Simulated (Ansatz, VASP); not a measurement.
**Sn: VASP beside Ansatz**

```
Sn
1.0
    -1.72929    1.72929    1.72929
     1.72929   -1.72929    1.72929
     1.72929    1.72929   -1.72929
Sn
1
Direct
  0.00000 0.00000 0.00000
```

Change from the starting cell: volume scaled by 0.795, to set the pressure.

Alike in both runs: task single point; functional PBEsol; k mesh 15 × 15 × 15; occupations fermi-dirac, width 0.05 eV; no spin polarisation.

|  | VASP | Ansatz |
| --- | --- | --- |
| version | VASP 6.6.1 | Ansatz 0.2.0 |
| potentials or method | VASP PAW PBE potentials, release 64 (Sn_d) | PAW with Ansatz's default frozen-core files, scalar-relativistic |
| plane-wave cutoff (eV) | 500 | 420 |
| valence electrons in the cell | 14 | 14 |

Ansatz gave:

| Item | Value |
| --- | --- |
| pressure (GPa) | 22.8 |

Question: What did VASP give for the same quantities?

Answer: Pressure (GPa): 22.7.

VASP's potentials were made for PBE, not for PBEsol.
